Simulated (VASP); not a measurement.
Here is a VASP 6.6.1 calculation.

INCAR

```
SYSTEM = Re
  PREC = Accurate
  ENCUT = 520
  EDIFF = 1E-6
  ISMEAR = -1
  SIGMA = 0.1
  LREAL = .FALSE.
  LASPH = .TRUE.
  NELM = 100
  ALGO = Normal
  ISIF = 2
  LWAVE = .FALSE.
  LCHARG = .FALSE.
  GGA = PS
  IVDW = 12
  NBANDS = 14
```

The input KPOINTS:

```
Automatic mesh
0
G
  14 14 8
  0 0 0
```

File POSCAR:

```
Re
1.0
    2.7971304821      0.0000000000      0.0000000000
   -1.3985652410      2.4223860503      0.0000000000
    0.0000000000      0.0000000000      4.5168672541
Re
2
Direct
    0.3333333333      0.6666666667      0.2500000000
    0.6666666667      0.3333333333      0.7500000000
```

Potentials or basis: VASP PAW PBE potentials, release 64 (Re).

The run is started by

```bash
$ cat potpaw_PBE.64/Re/POTCAR > POTCAR
$ mpirun -np 1 vasp_std > vasp.out
```

Problem. What does it give for the band gap on the k mesh?

Solution. Zero (bands 7 and 8 overlap by 3.09 eV).

Problem. Estimate the pressure.

Solution. -24.7 GPa.

Problem. Predict the dispersion energy per atom.

Solution. -0.660 eV.

Stress tensor (GPa, compression positive):
```
-24.65   0.00   0.00
  0.00 -24.65   0.00
  0.00   0.00 -24.88
```

Caveat: three body term missing; the cell stands under tension; the PAW data sets were made with another functional, which shifts forces and pressure a little; spin-orbit coupling is left out, which moves the levels of the heavy elements.
